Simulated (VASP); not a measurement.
# Li2Pd (fluorite type) (Fm-3m) in VASP: electric field gradients with LDA

Aim: the electric field gradients of Li2Pd (fluorite type) with LDA.

Program: VASP 6.6.1. These are calculated values, not measurements. Logs are shortened: lines on timing, memory, paths and dates and some standing lists are left out, and cuts for length are marked.

**1. The cell of the first run**

It takes space group Fm-3m (No. 225, cubic). The conventional cell has a = 5.797 Å, b = 5.797 Å, c = 5.797 Å, α = 90.00°, β = 90.00°, γ = 90.00°. Pd (site symmetry m-3m) has 8 Li at 2.51 Å within 3.3 Å. Within 3.3 Å of Li (site symmetry -43m) lie 4 Pd at 2.51 Å and 6 Li at 2.90 Å.

**2. Electric field gradients, LDA**

INCAR

```
PREC     = Accurate       # precision mode
ENCUT    = 520            # plane-wave cutoff, eV
EDIFF    = 1E-8           # SCF threshold, eV
ISMEAR   = -1             # smearing method
SIGMA    = 0.05           # smearing width, eV
LREAL    = F              # projectors in reciprocal space
LASPH    = T              # aspherical terms in the spheres
NELM     = 80             # most SCF steps
ALGO     = Normal         # electronic algorithm
ISIF     = 2              # what is computed and relaxed
LWAVE    = F              # write WAVECAR
LCHARG   = F              # write CHGCAR
LEFG     = T            
NBANDS   = 15             # bands
```

KPOINTS

```
regular mesh
0
Gamma
  11 11 11
```

POSCAR

```
Li2Pd
1.0
    0.0000000000      2.8982957484      2.8982957484
    2.8982957484      0.0000000000      2.8982957484
    2.8982957484      2.8982957484      0.0000000000
Pd Li
1 2
Direct
    0.0000000000      0.0000000000      0.0000000000
    0.2500000000      0.2500000000      0.2500000000
    0.7500000000      0.7500000000      0.7500000000
```

Potentials or basis: VASP PAW LDA potentials, release 64 (Pd, Li_sv).

Command:

```bash
$ cat potpaw_LDA.64/Pd/POTCAR potpaw_LDA.64/Li_sv/POTCAR > POTCAR
$ mpirun -np 1 vasp_std > vasp.out
```

OUTCAR:

```text
PREC = Accurate
   ENCUT = 520
   EDIFF = 1E-8
   ISMEAR = -1
   LREAL = F
   LASPH = T
   NELM = 80
   ISIF = 2

 ion  position               nearest neighbor table
   1  0.000  0.000  0.000-   2 2.51   3 2.51   3 2.51   3 2.51   3 2.51   2 2.51   2 2.51   2 2.51

   2  0.250  0.250  0.250-   1 2.51   1 2.51   1 2.51   1 2.51
   3  0.750  0.750  0.750-   1 2.51   1 2.51   1 2.51   1 2.51

  LATTYP: Found a face centered cubic cell.
 ALAT       =     5.7965914968

  Lattice vectors:

 A1 = (   0.0000000000,   2.8982957484,   2.8982957484)
 A2 = (   2.8982957484,   0.0000000000,   2.8982957484)
 A3 = (   2.8982957484,   2.8982957484,   0.0000000000)

Analysis of symmetry for initial positions (statically):
=====================================================================
 Subroutine PRICEL returns:
 Original cell was already a primitive cell.

 Routine SETGRP: Setting up the symmetry group for a
 face centered cubic supercell.

 Subroutine GETGRP returns: Found 48 space group operations
 (whereof 48 operations were pure point group operations)
 out of a pool of 48 trial point group operations.

The static configuration has the point symmetry O_h .

Analysis of symmetry for dynamics (positions and initial velocities):
=====================================================================
 Subroutine PRICEL returns:
 Original cell was already a primitive cell.

 Routine SETGRP: Setting up the symmetry group for a
 face centered cubic supercell.

 Subroutine GETGRP returns: Found 48 space group operations
 (whereof 48 operations were pure point group operations)
 out of a pool of 48 trial point group operations.

The dynamic configuration has the point symmetry O_h .

 Subroutine INISYM returns: Found 48 space group operations
 (whereof 48 operations are pure point group operations),
 and found     1 'primitive' translations

----------------------------------------------------------------------------------------

                                     Primitive cell

  volume of cell :      48.6921

  direct lattice vectors                    reciprocal lattice vectors
     0.000000000  2.898295748  2.898295748    -0.172515176  0.172515176  0.172515176
     2.898295748  0.000000000  2.898295748     0.172515176 -0.172515176  0.172515176
     2.898295748  2.898295748  0.000000000     0.172515176  0.172515176 -0.172515176

  length of vectors
     4.098809155  4.098809155  4.098809155     0.298805049  0.298805049  0.298805049

  position of ions in fractional coordinates (direct lattice)
     0.000000000  0.000000000  0.000000000
     0.250000000  0.250000000  0.250000000
     0.750000000  0.750000000  0.750000000

  ion indices of the primitive-cell ions
   primitive index   ion index
                 1           1
                 2           2
                 3           3

----------------------------------------------------------------------------------------

 KPOINTS: regular mesh

Automatic generation of k-mesh.
 Grid dimensions read from file:
 generate k-points for:   11   11   11

 Generating k-lattice:

  Cartesian coordinates                     Fractional coordinates (reciprocal lattice)
    -0.015683198  0.015683198  0.015683198     0.090909091  0.000000000  0.000000000
     0.015683198 -0.015683198  0.015683198     0.000000000  0.090909091  0.000000000
     0.015683198  0.015683198 -0.015683198     0.000000000  0.000000000  0.090909091

  Length of vectors
     0.027164095  0.027164095  0.027164095

  Shift w.r.t. Gamma in fractional coordinates (k-lattice)
     0.000000000  0.000000000  0.000000000

 Subroutine IBZKPT returns following result:
 ===========================================

 Found     56 irreducible k-points:

 Following reciprocal coordinates:
            Coordinates               Weight
  0.000000  0.000000  0.000000      1.000000
  0.090909  0.000000  0.000000      8.000000
  0.181818  0.000000  0.000000      8.000000
  0.272727  0.000000  0.000000      8.000000
  0.363636  0.000000  0.000000      8.000000
  0.454545  0.000000  0.000000      8.000000
[... 16 lines left out ...]
 -0.272727  0.181818  0.000000     24.000000
 -0.181818  0.181818  0.000000     12.000000
 [... further k-points ...]
   k-points           NKPTS =     56   k-points in BZ     NKDIM =     56   number of bands    NBANDS=     15
   number of dos      NEDOS =    301   number of ions     NIONS =      3
   total plane-waves  NPLWV =  27000
   dimension x,y,z NGX =    30 NGY =   30 NGZ =   30
   dimension x,y,z NGXF=    60 NGYF=   60 NGZF=   60
   ions per type =               1   2
   NGX,Y,Z   is equivalent  to a cutoff of  12.17, 12.17, 12.17 a.u.
   NGXF,Y,Z  is equivalent  to a cutoff of  24.34, 24.34, 24.34 a.u.
 SYSTEM =  unknown system
   PREC   = accura    normal or accurate (medium, high low for compatibility)
   ISTART =      0    job   : 0-new  1-cont  2-samecut
   ICHARG =      2    charge: 1-file 2-atom 10-const
   ISPIN  =      1    spin polarized calculation?
   LNONCOLLINEAR =      F non collinear calculations
   LSORBIT =      F    spin-orbit coupling
   LASPH  =      T    aspherical Exc in radial PAW
   ENCUT  =  520.0 eV  38.22 Ry    6.18 a.u.   7.62  7.62  7.62*2*pi/ulx,y,z
   NELM   =     80;   NELMIN=  2; NELMDL= -5     # of ELM steps
   EDIFF  = 0.1E-07   stopping-criterion for ELM
   LREAL  =      F    real-space projection
   EDIFFG = 0.1E-06   stopping-criterion for IOM
   NSW    =      0    number of steps for IOM
   IBRION =     -1    ionic relax: 0-MD 1-quasi-New 2-CG
   NFREE  =      0    steps in history (QN), initial steepest desc. (CG)
   ISIF   =      2    stress and relaxation
   ISYM   =      2    0-nonsym 1-usesym 2-fastsym
   POTIM  = 0.5000    time-step for ionic-motion
   TEBEG  =    0.0;   TEEND  =   0.0 temperature during run
   PSTRESS=    0.0 pullay stress
   NELECT =      16.0000    total number of electrons
   NUPDOWN=      -1.0000    fix difference up-down
   EMIN   =  10.00;   EMAX   =-10.00  energy-range for DOS
   EFERMI =   0.00;   METHOD = LEGACY
   ISMEAR =    -1;   SIGMA  =   0.05  broadening in eV -4-tet -1-fermi 0-gaus
   EFERMI_NEDOS =   21; number of points for ismear=-14 and -15
   IALGO  =     38    algorithm
   IMIX   =      4    mixing-type and parameters
     AMIX     =   0.40;   BMIX     =  1.00
     AMIX_MAG =   1.60;   BMIX_MAG =  1.00
  volume/ion in A,a.u.               =      16.23       109.53
  Fermi-wavevector in a.u.,A,eV,Ry     =   1.129697  2.134819 17.363976  1.276216
  Thomas-Fermi vector in A             =   2.266392
   LORBIT       =      0    0 simple, 1 ext, 2 COOP (PROOUT), +10 PAW based schemes
   GGA     = CA    functional components
   LHFCALC =     F    Hartree Fock is set to
   AEXX    =    0.0000 exact exchange contribution
   IVDW    =     0    specifies the selected vdW correction
   LEPSILON=     F    determine dielectric tensor
   LRPA    =     F    only Hartree local field effects (RPA)
 non-spin polarized calculation
  energy-cutoff  :      520.00
  volume of cell :       48.69
 maximum number of plane-waves:      1363
   NGX = 15   NGY = 15   NGZ = 15

 number of electron      15.9999982 magnetization

 Free energy of the ion-electron system (eV)
  ---------------------------------------------------
  ext. energy  EPLUGINS =         0.00000000
  ---------------------------------------------------
  free energy    TOTEN  =       -10.71571809 eV

  energy without entropy =      -10.71211411  energy(sigma->0) =      -10.71391610

 E-fermi :   2.6935     XC(G=0):  -9.3730

 val. band max:        2.6629780258   @ k =  -0.3636   0.4545   0.0909
 cond. band min:       2.7743366625   @ k =   0.4545   0.0000   0.0000
 fundamental gap:      0.1113586367
 Fermi energy:         2.6934837853

 k-point     1 :       0.0000    0.0000    0.0000
  band No.  band energies     occupation
      1     -41.4862      2.00000
      2     -41.4458      2.00000
      3      -1.1660      2.00000
      4       0.4780      2.00000
      5       0.4780      2.00000
      6       0.4780      2.00000
      7       1.2103      2.00000
      8       1.2103      2.00000
      9      11.1419      0.00000
     10      11.1419      0.00000
     11      11.1419      0.00000
     12      11.3376      0.00000
     13      11.3376      0.00000
     14      11.3376      0.00000
     15      13.2116      0.00000

 k-point     2 :       0.0909    0.0000    0.0000
  band No.  band energies     occupation
      1     -41.4851      2.00000
      2     -41.4465      2.00000
      3      -1.0742      2.00000
      4       0.4932      2.00000
      5       0.5058      2.00000
      6       0.5058      2.00000
      7       1.2016      2.00000
      8       1.2016      2.00000
      9       9.3238      0.00000
     10      10.3902      0.00000
     11      10.3902      0.00000
     12      12.1653      0.00000
     13      12.1653      0.00000
     14      12.6878      0.00000
     15      13.0081      0.00000

 k-point     3 :       0.1818    0.0000    0.0000
  band No.  band energies     occupation
      1     -41.4825      2.00000
      2     -41.4488      2.00000
      3      -0.8061      2.00000
      4       0.5432      2.00000
      5       0.5726      2.00000
      6       0.5726      2.00000
      7       1.1903      2.00000
      8       1.1903      2.00000
      9       7.4188      0.00000
     10       9.6478      0.00000
     11       9.6478      0.00000
     12      12.2860      0.00000
     13      12.2860      0.00000
     14      12.8967      0.00000
     15      13.4853      0.00000
[... 343 lines left out ...]
 k-point    23 :      -0.2727    0.1818    0.0000
  band No.  band energies     occupation
      1     -41.4733      2.00000
      2     -41.4570      2.00000
      3       0.1742      2.00000
      4       0.6212      2.00000
      5       0.7559      2.00000
      6       0.8140      2.00000
      7       1.0965      2.00000
      8       1.5049      2.00000
      9       4.7258      0.00000
     10       6.5439      0.00000
     11       8.4964      0.00000
     12      11.7001      0.00000
     13      12.1297      0.00000
     14      14.2610      0.00000
     15      14.5644      0.00000

 k-point    24 :      -0.1818    0.1818    0.0000
  band No.  band energies     occupation
      1     -41.4774      2.00000
      2     -41.4533      2.00000
      3      -0.2539      2.00000
      4       0.6289      2.00000
      5       0.6358      2.00000
      6       0.7326      2.00000
      7       1.0732      2.00000
      8       1.3641      2.00000
      9       5.9462      0.00000
     10       7.0387      0.00000
     11       9.4122      0.00000
     12      11.9161      0.00000
     13      11.9712      0.00000
     14      13.4767      0.00000
     15      13.9199      0.00000

 [... further k-points ...]
[... 5 lines left out ...]
  --------------------------------------------------------------------------------------
  -------------------------------------------------------------------------------------
  Total        0.0118762      0.0118762      0.0118762      0.0000000     -0.0000000     -0.0000000
  in kB        0.3907794      0.3907794      0.3907794      0.0000000     -0.0000000     -0.0000000
  external PRESSURE =       0.3907794 kB  Pullay stress =       0.0000000 kB

 VOLUME and BASIS-vectors are now :
 -----------------------------------------------------------------------------
  energy-cutoff  :      520.00
  volume of cell :       48.69
      direct lattice vectors                 reciprocal lattice vectors
     0.000000000  2.898295748  2.898295748    -0.172515176  0.172515176  0.172515176
     2.898295748  0.000000000  2.898295748     0.172515176 -0.172515176  0.172515176
     2.898295748  2.898295748  0.000000000     0.172515176  0.172515176 -0.172515176

 POSITION                                       TOTAL-FORCE (eV/Angst)
 -----------------------------------------------------------------------------------
      0.00000      0.00000      0.00000        -0.000000      0.000000     -0.000000
      1.44915      1.44915      1.44915        -0.000000     -0.000000     -0.000000
      4.34744      4.34744      4.34744         0.000000      0.000000      0.000000
 -----------------------------------------------------------------------------------
    total drift:                                0.000000     -0.000000      0.000000

  FREE ENERGIE OF THE ION-ELECTRON SYSTEM (eV)
  ---------------------------------------------------
  free  energy   TOTEN  =       -10.7157180926 eV

  energy  without entropy=      -10.7121141127  energy(sigma->0) =      -10.71391610

 Electric field gradients (V/A^2)
---------------------------------------------------------------------
 ion       V_xx      V_yy      V_zz      V_xy      V_xz      V_yz
---------------------------------------------------------------------
   1       0.000    -0.000     0.000     0.001     0.001     0.001
   2      -0.000    -0.000     0.000     0.006     0.006     0.006
   3      -0.000    -0.000     0.000     0.006     0.006     0.006
---------------------------------------------------------------------

 Electric field gradients after diagonalization (V/A^2)
 (convention: |V_zz| > |V_xx| > |V_yy|)
----------------------------------------------------------------------
 ion       V_xx      V_yy      V_zz     asymmetry (V_yy - V_xx)/ V_zz
----------------------------------------------------------------------
   1      -0.001    -0.001     0.002       0.000
   2      -0.006    -0.006     0.011       0.000
   3      -0.006    -0.006     0.011       0.000
----------------------------------------------------------------------

           NMR quadrupolar parameters

 Cq : quadrupolar parameter    Cq=e*Q*V_zz/h
 eta: asymmetry parameters     (V_yy - V_xx)/ V_zz
 Q  : nuclear electric quadrupole moment in mb (millibarn)
----------------------------------------------------------------------
 ion       Cq(MHz)       eta       Q (mb)
----------------------------------------------------------------------
   1       0.000       0.000       1.000
   2       0.000       0.000       1.000
   3       0.000       0.000       1.000
----------------------------------------------------------------------
```

Wall time 60 s (1 thread of Intel Xeon Platinum 8375C at 2.90GHz (Ice Lake), shared host); peak memory 0.17 GiB.

Results:

```
Free energy            : -10.7157 eV
Band gap on the k mesh : zero (band 8 reaches 2.83 eV, above the bottom of band 9 at 2.52 eV)
```

Caveat: the cutoff is under 1.25 times the usual one of these potentials, so pressure, stress and relaxed cells hold a basis-set (Pulay) error; without QUAD_EFG the Cq values of the log hold for a quadrupole moment of 1 mb, not for the nuclei.
